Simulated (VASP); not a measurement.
# SnTe (Fm-3m) in VASP: a series of runs

SnTe is run at these levels: PBEsol+D3(BJ), PBEsol+D4; tasks: single point.

Everything below comes from runs of VASP 6.6.1. Logs are shortened: lines on timing, memory, paths and dates and some standing lists are left out, and cuts for length are marked.

## (1) The cell of the first run

The structure is cubic, space group Fm-3m (No. 225). The conventional cell has a = 6.195 Å, b = 6.195 Å, c = 6.195 Å, α = 90.00°, β = 90.00°, γ = 90.00°. Te (site symmetry m-3m) has 6 Sn at 3.10 Å within 4.1 Å. Sn (site symmetry m-3m) has 6 Te at 3.10 Å within 4.1 Å.

## (2) Single point, PBEsol+D3(BJ)

File INCAR:

```
SYSTEM = SnTe
ALGO = Normal
EDIFF = 1E-6
ENCUT = 520
GGA = PS
ISIF = 2
ISMEAR = -1
IVDW = 12
LASPH = .TRUE.
LCHARG = .TRUE.
LELF = .TRUE.
LREAL = .FALSE.
LVHAR = .TRUE.
LWAVE = .FALSE.
NBANDS = 17
NELM = 100
PREC = Accurate
SIGMA = 0.05
```

File KPOINTS:

```
k-points
0
G
  7 7 7
  0 0 0
```

File POSCAR:

```
SnTe
1.0
    0.0000000000      3.0976087399      3.0976087399
    3.0976087399      0.0000000000      3.0976087399
    3.0976087399      3.0976087399      0.0000000000
Te Sn
1 1
Direct
    0.5000000000      0.5000000000      0.5000000000
    0.0000000000      0.0000000000      0.0000000000
```

Potentials or basis: VASP PAW PBE potentials, release 64 (Te, Sn_d).

Launch:

```bash
> cat potpaw_PBE.64/Te/POTCAR potpaw_PBE.64/Sn_d/POTCAR > POTCAR
> mpirun -np 1 vasp_std > vasp.out
```

OUTCAR:

```text
SYSTEM = SnTe
   EDIFF = 1E-6
   ENCUT = 520
   GGA = PS
   ISIF = 2
   ISMEAR = -1
   IVDW = 12
   LASPH = .TRUE.
   LREAL = .FALSE.
   NELM = 100
   PREC = Accurate
 IVDW          = 12

 ion  position               nearest neighbor table
   1  0.500  0.500  0.500-   2 3.10   2 3.10   2 3.10   2 3.10   2 3.10   2 3.10
   2  0.000  0.000  0.000-   1 3.10   1 3.10   1 3.10   1 3.10   1 3.10   1 3.10

  LATTYP: Found a face centered cubic cell.
 ALAT       =     6.1952174798

  Lattice vectors:

 A1 = (   0.0000000000,   3.0976087399,   3.0976087399)
 A2 = (   3.0976087399,   0.0000000000,   3.0976087399)
 A3 = (   3.0976087399,   3.0976087399,   0.0000000000)

Analysis of symmetry for initial positions (statically):
[... 33 lines left out ...]
                                     Primitive cell

  volume of cell :      59.4442

  direct lattice vectors                    reciprocal lattice vectors
     0.000000000  3.097608740  3.097608740    -0.161414834  0.161414834  0.161414834
     3.097608740  0.000000000  3.097608740     0.161414834 -0.161414834  0.161414834
     3.097608740  3.097608740  0.000000000     0.161414834  0.161414834 -0.161414834

  length of vectors
     4.380680291  4.380680291  4.380680291     0.279578693  0.279578693  0.279578693

  position of ions in fractional coordinates (direct lattice)
     0.500000000  0.500000000  0.500000000
     0.000000000  0.000000000  0.000000000

  ion indices of the primitive-cell ions
   primitive index   ion index
                 1           1
                 2           2

----------------------------------------------------------------------------------------

 KPOINTS: k-points

Automatic generation of k-mesh.
 Grid dimensions read from file:
 generate k-points for:    7    7    7

 Generating k-lattice:

  Cartesian coordinates                     Fractional coordinates (reciprocal lattice)
    -0.023059262  0.023059262  0.023059262     0.142857143  0.000000000  0.000000000
     0.023059262 -0.023059262  0.023059262     0.000000000  0.142857143  0.000000000
     0.023059262  0.023059262 -0.023059262     0.000000000  0.000000000  0.142857143

  Length of vectors
     0.039939813  0.039939813  0.039939813

  Shift w.r.t. Gamma in fractional coordinates (k-lattice)
     0.000000000  0.000000000  0.000000000

 Subroutine IBZKPT returns following result:
 ===========================================

 Found     20 irreducible k-points:

[... 34 lines left out ...]
   ISPIN  =      1    spin polarized calculation?
   LNONCOLLINEAR =      F non collinear calculations
   LSORBIT =      F    spin-orbit coupling
   LASPH  =      T    aspherical Exc in radial PAW
   ENCUT  =  520.0 eV  38.22 Ry    6.18 a.u.   8.15  8.15  8.15*2*pi/ulx,y,z
   NELM   =    100;   NELMIN=  2; NELMDL= -5     # of ELM steps
   EDIFF  = 0.1E-05   stopping-criterion for ELM
   LREAL  =      F    real-space projection
   EDIFFG = 0.1E-04   stopping-criterion for IOM
   NSW    =      0    number of steps for IOM
   IBRION =     -1    ionic relax: 0-MD 1-quasi-New 2-CG
   NFREE  =      0    steps in history (QN), initial steepest desc. (CG)
   ISIF   =      2    stress and relaxation
   ISYM   =      2    0-nonsym 1-usesym 2-fastsym
   POTIM  = 0.5000    time-step for ionic-motion
   TEBEG  =    0.0;   TEEND  =   0.0 temperature during run
   PSTRESS=    0.0 pullay stress
   NELECT =      20.0000    total number of electrons
   NUPDOWN=      -1.0000    fix difference up-down
   EMIN   =  10.00;   EMAX   =-10.00  energy-range for DOS
   EFERMI =   0.00;   METHOD = LEGACY
   ISMEAR =    -1;   SIGMA  =   0.05  broadening in eV -4-tet -1-fermi 0-gaus
   EFERMI_NEDOS =   21; number of points for ismear=-14 and -15
   IALGO  =     38    algorithm
   IMIX   =      4    mixing-type and parameters
     AMIX     =   0.40;   BMIX     =  1.00
     AMIX_MAG =   1.60;   BMIX_MAG =  1.00
  volume/ion in A,a.u.               =      29.72       200.57
  Fermi-wavevector in a.u.,A,eV,Ry     =   1.138627  2.151694 17.639575  1.296472
  Thomas-Fermi vector in A             =   2.275332
   LORBIT       =      0    0 simple, 1 ext, 2 COOP (PROOUT), +10 PAW based schemes
   GGA     = PS    functional components
   LHFCALC =     F    Hartree Fock is set to
   AEXX    =    0.0000 exact exchange contribution
   IVDW    =    12    specifies the selected vdW correction
   LEPSILON=     F    determine dielectric tensor
   LRPA    =     F    only Hartree local field effects (RPA)
 non-spin polarized calculation
  energy-cutoff  :      520.00
  volume of cell :       59.44
 maximum number of plane-waves:      1639
 NGX is ok and might be reduce to    36
   NGX = 17   NGY = 17   NGZ = 17

 number of electron      19.9999999 magnetization

 Free energy of the ion-electron system (eV)
  ---------------------------------------------------
  ext. energy  EPLUGINS =         0.00000000
  ---------------------------------------------------
  free energy    TOTEN  =        -8.32686383 eV

  energy without entropy =       -8.32676366  energy(sigma->0) =       -8.32681374

 E-fermi :   7.5034     XC(G=0):  -9.8843

 val. band max:        7.2036553909   @ k =   0.4286   0.0000   0.0000
 cond. band min:       7.8467746181   @ k =   0.4286   0.0000   0.0000
 fundamental gap:      0.6431192272
 Fermi energy:         7.5033765062

 k-point     1 :       0.0000    0.0000    0.0000
  band No.  band energies     occupation
      1     -14.3536      2.00000
      2     -14.3536      2.00000
      3     -14.3431      2.00000
      4     -14.3431      2.00000
      5     -14.3431      2.00000
      6      -5.7585      2.00000
[... 377 lines left out ...]
      4     -14.3368      2.00000
      5     -14.3300      2.00000
      6      -3.9222      2.00000
[... 9 lines left out ...]
     16      17.2951      0.00000
     17      18.0739      0.00000

------------------------ aborting loop because EDIFF is reached ----------------------------------------

 Edisp (eV)   -0.81804

 E8    (eV) :    -0.5654

  FORCE on cell =-STRESS in cart. coord.  units (eV):
  Direction    XX          YY          ZZ          XY          YZ          ZX
  --------------------------------------------------------------------------------------
  -------------------------------------------------------------------------------------
  Total       0.00052     0.00052     0.00052    -0.00000    -0.00000     0.00000
  in kB       0.01400     0.01400     0.01400    -0.00000    -0.00000     0.00000
  external pressure =        0.01 kB  Pullay stress =        0.00 kB

 VOLUME and BASIS-vectors are now :
 -----------------------------------------------------------------------------
  energy-cutoff  :      520.00
  volume of cell :       59.44
      direct lattice vectors                 reciprocal lattice vectors
     0.000000000  3.097608740  3.097608740    -0.161414834  0.161414834  0.161414834
     3.097608740  0.000000000  3.097608740     0.161414834 -0.161414834  0.161414834
     3.097608740  3.097608740  0.000000000     0.161414834  0.161414834 -0.161414834

 POSITION                                       TOTAL-FORCE (eV/Angst)
 -----------------------------------------------------------------------------------
      3.09761      3.09761      3.09761        -0.000000      0.000000      0.000000
      0.00000      0.00000      0.00000         0.000000      0.000000     -0.000000
 -----------------------------------------------------------------------------------
    total drift:                               -0.000000      0.000000      0.000000

  FREE ENERGIE OF THE ION-ELECTRON SYSTEM (eV)
  ---------------------------------------------------
  free  energy   TOTEN  =        -9.1449012292 eV

  energy  without entropy=       -9.1448010539  energy(sigma->0) =       -9.14485114
```

It took 13 s on 1 thread of Intel Xeon 6975P-C (Granite Rapids), shared host; peak memory 0.21 GiB.

What came out:

- Free energy: -9.1449 eV
- Pressure: 0.0 GPa
- Dispersion energy per atom: -0.409 eV

Caveat: this odd mesh misses L, where the gap lies, so gap, dielectric constants and Born charges aren't listed; the PAW data sets were made with another functional, which shifts forces and pressure a little; spin-orbit coupling is left out, which moves the levels of the heavy elements.

## (3) Single point, PBEsol+D4

This run uses another cell than the first one, of 30.25 Å³/atom, 1.018 times its volume.

File INCAR:

```
PREC = Accurate
ENCUT = 520
EDIFF = 1E-6
ISMEAR = -1
SIGMA = 0.05
LREAL = F
LASPH = T
NELM = 80
ALGO = Normal
ISIF = 2
LWAVE = F
LCHARG = F
GGA = PS
IVDW = 13
NBANDS = 17
```

File KPOINTS:

```
regular mesh
0
Gamma
  7 7 7
```

File POSCAR:

```
SnTe
1.0
    0.0000000000      3.1157159058      3.1157159058
    3.1157159058      0.0000000000      3.1157159058
    3.1157159058      3.1157159058      0.0000000000
Te Sn
1 1
Direct
    0.5000000000      0.5000000000      0.5000000000
    0.0000000000      0.0000000000      0.0000000000
```

Potentials or basis: VASP PAW PBE potentials, release 64 (Te, Sn_d).

Launch:

```bash
> cat potpaw_PBE.64/Te/POTCAR potpaw_PBE.64/Sn_d/POTCAR > POTCAR
> mpirun -np 1 vasp_std > vasp.out
```

It took 14 s on 1 thread of Intel Xeon 6975P-C (Granite Rapids), shared host; peak memory 0.2 GiB.

Results (log left out):

```
Free energy                : -8.8607 eV
Pressure                   : 0.0 GPa
Dispersion energy per atom : -0.261 eV
```

Levels at points of the mesh, in eV from the Fermi level:
| k point | band 6 | band 7 | band 8 | band 9 | band 10 | band 11 | band 12 | band 13 | band 14 | band 15 |
| --- | --- | --- | --- | --- | --- | --- | --- | --- | --- | --- |
| (0.00, 0.00, 0.00) | -13.13 | -4.62 | -2.28 | -2.28 | -2.28 | 3.36 | 3.36 | 3.36 | 4.61 | 4.61 |

Caveat: this odd mesh misses L, where the gap lies, so gap, dielectric constants and Born charges aren't listed; the PAW data sets were made with another functional, which shifts forces and pressure a little; spin-orbit coupling is left out, which moves the levels of the heavy elements.
